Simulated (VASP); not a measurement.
# CoSi2 (Fm-3m) in VASP: notebook, part 2 of 2

VASP 6.6.1. Earlier steps stand in the parts before.

## Step 3: Single point, PBE, collinear spin, ferromagnetic start (11.30 Å³/atom)

INCAR reads:

```
  PREC = Accurate
  ENCUT = 520
  EDIFF = 1E-6
  ISMEAR = 0
  SIGMA = 0.15
  LREAL = False
  LASPH = True
  NELM = 150
  ALGO = Normal
  ISIF = 2
  LWAVE = False
  LCHARG = False
  ISPIN = 2
  MAGMOM = 0.55 0 0
  LORBIT = 11
  NUPDOWN = 0.55
  LMAXMIX = 4
  GGA = PE
  NBANDS = 20
```

KPOINTS reads:

```
regular mesh
0
Gamma
  14 14 14
```

POSCAR reads:

```
CoSi2
1.0
    0.0000000000      2.5683793221      2.5683793221
    2.5683793221      0.0000000000      2.5683793221
    2.5683793221      2.5683793221      0.0000000000
Co Si
1 2
Direct
    0.0000000000      0.0000000000      0.0000000000
    0.2500000000      0.2500000000      0.2500000000
    0.7500000000      0.7500000000      0.7500000000
```

Potentials or basis: VASP PAW PBE potentials, release 64 (Co, Si).

The run is started by

```sh
cat potpaw_PBE.64/Co/POTCAR potpaw_PBE.64/Si/POTCAR > POTCAR
mpirun -np 1 vasp_std > vasp.out
```

OUTCAR:

```text
PREC = Accurate
   ENCUT = 520
   EDIFF = 1E-6
   ISMEAR = 0
   LREAL = False
   LASPH = True
   NELM = 150
   ISIF = 2
   ISPIN = 2
   LORBIT = 11
   NUPDOWN = 0.55
   GGA = PE

 ion  position               nearest neighbor table
   1  0.000  0.000  0.000-   3 2.22   3 2.22   3 2.22   2 2.22   3 2.22   2 2.22   2 2.22   2 2.22

   2  0.250  0.250  0.250-   1 2.22   1 2.22   1 2.22   1 2.22   3 2.57   3 2.57   3 2.57   3 2.57
                             3 2.57   3 2.57
   3  0.750  0.750  0.750-   1 2.22   1 2.22   1 2.22   1 2.22   2 2.57   2 2.57   2 2.57   2 2.57
                             2 2.57   2 2.57

  LATTYP: Found a face centered cubic cell.
 ALAT       =     5.1367586442

  Lattice vectors:

 A1 = (   0.0000000000,   2.5683793221,   2.5683793221)
 A2 = (   2.5683793221,   0.0000000000,   2.5683793221)
 A3 = (   2.5683793221,   2.5683793221,   0.0000000000)

Analysis of symmetry for initial positions (statically):
=====================================================================
 Subroutine PRICEL returns:
 Original cell was already a primitive cell.

 Routine SETGRP: Setting up the symmetry group for a
 face centered cubic supercell.

 Subroutine GETGRP returns: Found 48 space group operations
 (whereof 48 operations were pure point group operations)
 out of a pool of 48 trial point group operations.

The static configuration has the point symmetry O_h .

Analysis of symmetry for dynamics (positions and initial velocities):
=====================================================================
 Subroutine PRICEL returns:
 Original cell was already a primitive cell.

 Routine SETGRP: Setting up the symmetry group for a
 face centered cubic supercell.

 Subroutine GETGRP returns: Found 48 space group operations
 (whereof 48 operations were pure point group operations)
 out of a pool of 48 trial point group operations.

The dynamic configuration has the point symmetry O_h .

Analysis of structural, dynamic, and magnetic symmetry:
=====================================================================
 Subroutine PRICEL returns:
 Original cell was already a primitive cell.

 Routine SETGRP: Setting up the symmetry group for a
 face centered cubic supercell.

 Subroutine GETGRP returns: Found 48 space group operations
 (whereof 48 operations were pure point group operations)
 out of a pool of 48 trial point group operations.

The overall configuration has the point symmetry O_h .

 Subroutine INISYM returns: Found 48 space group operations
 (whereof 48 operations are pure point group operations),
 and found     1 'primitive' translations

----------------------------------------------------------------------------------------

                                     Primitive cell

  volume of cell :      33.8850

  direct lattice vectors                    reciprocal lattice vectors
     0.000000000  2.568379322  2.568379322    -0.194675294  0.194675294  0.194675294
     2.568379322  0.000000000  2.568379322     0.194675294 -0.194675294  0.194675294
     2.568379322  2.568379322  0.000000000     0.194675294  0.194675294 -0.194675294

  length of vectors
     3.632236871  3.632236871  3.632236871     0.337187500  0.337187500  0.337187500

  position of ions in fractional coordinates (direct lattice)
     0.000000000  0.000000000  0.000000000
     0.250000000  0.250000000  0.250000000
     0.750000000  0.750000000  0.750000000

  ion indices of the primitive-cell ions
[... 75 lines left out ...]
   NELM   =    150;   NELMIN=  2; NELMDL= -5     # of ELM steps
   EDIFF  = 0.1E-05   stopping-criterion for ELM
   LREAL  =      F    real-space projection
   EDIFFG = 0.1E-04   stopping-criterion for IOM
   NSW    =      0    number of steps for IOM
   IBRION =     -1    ionic relax: 0-MD 1-quasi-New 2-CG
   NFREE  =      0    steps in history (QN), initial steepest desc. (CG)
   ISIF   =      2    stress and relaxation
   ISYM   =      2    0-nonsym 1-usesym 2-fastsym
   POTIM  = 0.5000    time-step for ionic-motion
   TEBEG  =    0.0;   TEEND  =   0.0 temperature during run
   PSTRESS=    0.0 pullay stress
   NELECT =      17.0000    total number of electrons
   NUPDOWN=       0.5500    fix difference up-down
   EMIN   =  10.00;   EMAX   =-10.00  energy-range for DOS
   EFERMI =   0.00;   METHOD = LEGACY
   ISMEAR =     0;   SIGMA  =   0.15  broadening in eV -4-tet -1-fermi 0-gaus
   EFERMI_NEDOS =   21; number of points for ismear=-14 and -15
   IALGO  =     38    algorithm
   IMIX   =      4    mixing-type and parameters
     AMIX     =   0.40;   BMIX     =  1.00
     AMIX_MAG =   1.60;   BMIX_MAG =  1.00
  volume/ion in A,a.u.               =      11.30        76.22
  Fermi-wavevector in a.u.,A,eV,Ry     =   1.300834  2.458220 23.023368  1.692170
  Thomas-Fermi vector in A             =   2.432007
   LORBIT       =     11    0 simple, 1 ext, 2 COOP (PROOUT), +10 PAW based schemes
   GGA     = PE    functional components
   LHFCALC =     F    Hartree Fock is set to
   AEXX    =    0.0000 exact exchange contribution
   IVDW    =     0    specifies the selected vdW correction
   LEPSILON=     F    determine dielectric tensor
   LRPA    =     F    only Hartree local field effects (RPA)
 spin polarized calculation
 Gauss-broadening in eV      SIGMA  =   0.15
  energy-cutoff  :      520.00
  volume of cell :       33.89
 maximum number of plane-waves:       941
   NGX = 13   NGY = 13   NGZ = 13

 number of electron      16.9999994 magnetization       0.5500000

 Free energy of the ion-electron system (eV)
  ---------------------------------------------------
  ext. energy  EPLUGINS =         0.00000000
  ---------------------------------------------------
  free energy    TOTEN  =       -18.76945365 eV

  energy without entropy =      -18.75852007  energy(sigma->0) =      -18.76398686

 E-fermi :  11.4957     XC(G=0): -12.3344

 val. band max:       12.5292588154   @ k =  -0.2857   0.1429   0.0000
 cond. band min:      11.5038299960   @ k =   0.4286   0.0714   0.0000
 fundamental gap:     -1.0254288195
 Fermi energy:        12.6713049990

 spin component 1

 k-point     1 :       0.0000    0.0000    0.0000
  band No.  band energies     occupation
      1      -2.3265      1.00000
      2       7.0906      1.00000
      3       7.0906      1.00000
      4       7.0906      1.00000
      5       9.3586      1.00000
      6       9.3586      1.00000
[... 541 lines left out ...]
     19      27.5324      0.00000
     20      29.7416      0.00000

 [... further k-points ...]

 spin component 2

 k-point     1 :       0.0000    0.0000    0.0000
  band No.  band energies     occupation
      1      -2.1837      1.00000
      2       7.2912      1.00000
      3       7.2912      1.00000
      4       7.2912      1.00000
      5       9.6267      1.00000
      6       9.6267      1.00000
[... 541 lines left out ...]
     19      27.6256      0.00000
     20      29.8971      0.00000

 [... further k-points ...]

------------------------ aborting loop because EDIFF is reached ----------------------------------------

  FORCE on cell =-STRESS in cart. coord.  units (eV):
  Direction    XX          YY          ZZ          XY          YZ          ZX
  --------------------------------------------------------------------------------------
  -------------------------------------------------------------------------------------
  Total        6.5690641      6.5690641      6.5690641     -0.0000000      0.0000000      0.0000000
  in kB      310.6036745    310.6036745    310.6036745     -0.0000000      0.0000000      0.0000000
  external PRESSURE =     310.6036745 kB  Pullay stress =       0.0000000 kB

 VOLUME and BASIS-vectors are now :
 -----------------------------------------------------------------------------
  energy-cutoff  :      520.00
  volume of cell :       33.89
      direct lattice vectors                 reciprocal lattice vectors
     0.000000000  2.568379322  2.568379322    -0.194675294  0.194675294  0.194675294
     2.568379322  0.000000000  2.568379322     0.194675294 -0.194675294  0.194675294
     2.568379322  2.568379322  0.000000000     0.194675294  0.194675294 -0.194675294

 POSITION                                       TOTAL-FORCE (eV/Angst)
 -----------------------------------------------------------------------------------
      0.00000      0.00000      0.00000         0.000000      0.000000      0.000000
      1.28419      1.28419      1.28419         0.000000      0.000000      0.000000
      3.85257      3.85257      3.85257        -0.000000     -0.000000     -0.000000
 -----------------------------------------------------------------------------------
    total drift:                               -0.000000     -0.000000      0.000000

  FREE ENERGIE OF THE ION-ELECTRON SYSTEM (eV)
  ---------------------------------------------------
  free  energy   TOTEN  =       -18.7694536515 eV

  energy  without entropy=      -18.7585200657  energy(sigma->0) =      -18.76398686

 total charge

# of ion       s       p       d       tot
------------------------------------------
    1        0.613   0.888   7.730   9.231
    2        0.719   0.963   0.000   1.682
    3        0.719   0.963   0.000   1.682
--------------------------------------------------
tot          2.051   2.813   7.730  12.594

 magnetization (x)

# of ion       s       p       d       tot
------------------------------------------
    1        0.008   0.089   0.235   0.332
    2        0.003   0.041   0.000   0.044
    3        0.003   0.041   0.000   0.044
--------------------------------------------------
tot          0.014   0.172   0.235   0.420
```

It took 57 s on 1 thread of Intel Xeon 6975P-C (Granite Rapids), shared host; peak memory 0.24 GiB.

Results:

```yaml
Free_energy: -18.7695 eV
Pressure: 31.1 GPa
Net_moment: 0.55 μB per cell
Site_moments: Co +0.33; Si +0.04 μB
Valence_electrons_inside_the_program's_atomic_spheres: Co 9.23; Si 1.68
```

Caveat: the cell stands under pressure; the total moment is fixed, so each spin has its own Fermi level.

## Step 4: Single point, PBE, collinear spin, ferromagnetic start (11.30 Å³/atom)

INCAR reads:

```
PREC = Accurate
ENCUT = 520
EDIFF = 1E-7
ISMEAR = 0
SIGMA = 0.15
LREAL = False
LASPH = True
NELM = 150
ALGO = Normal
ISIF = 2
LWAVE = False
LCHARG = False
ISPIN = 2
MAGMOM = 1.65 0 0
LORBIT = 11
NUPDOWN = 1.65
LMAXMIX = 4
GGA = PE
NBANDS = 20
```

KPOINTS reads:

```
Automatic mesh
0
Gamma
  14 14 14
```

POSCAR is that of step 3.

The run is started by

```sh
cat potpaw_PBE.64/Co/POTCAR potpaw_PBE.64/Si/POTCAR > POTCAR
mpirun -np 1 vasp_std > vasp.out
```

Wall time 61 s (1 thread of Intel Xeon 6975P-C (Granite Rapids), shared host); peak memory 0.24 GiB.

It converged, with:

```
Free energy                                           : -17.4356 eV
Pressure                                              : 42.4 GPa
Net moment                                            : 1.65 μB per cell
Site moments                                          : Co +1.02; Si +0.14 μB
Valence electrons inside the program's atomic spheres : Co 9.19; Si 1.70
```

Caveat: the cell stands under pressure; the total moment is fixed, so each spin has its own Fermi level.

## Step 5: Overview

| fixed moment (μB) | pressure (GPa) | moment (μB) |
| --- | --- | --- |
| 1.1 | 35.7 | 1.10 |
| 0.55 | 31.1 | 0.55 |
| 1.65 | 42.4 | 1.65 |

Alike in all rows: task single point; level PBE; potentials or basis VASP PAW PBE potentials, release 64 (Co, Si); spin collinear, ferromagnetic start; cell as given; k mesh 14 × 14 × 14; cutoff (eV) 520; smearing gaussian 0.15 eV.

Caveats: the cell stands under pressure; the total moment is fixed, so each spin has its own Fermi level.

Total energies depend on the potentials used, so only differences within one code and one set of settings carry meaning.
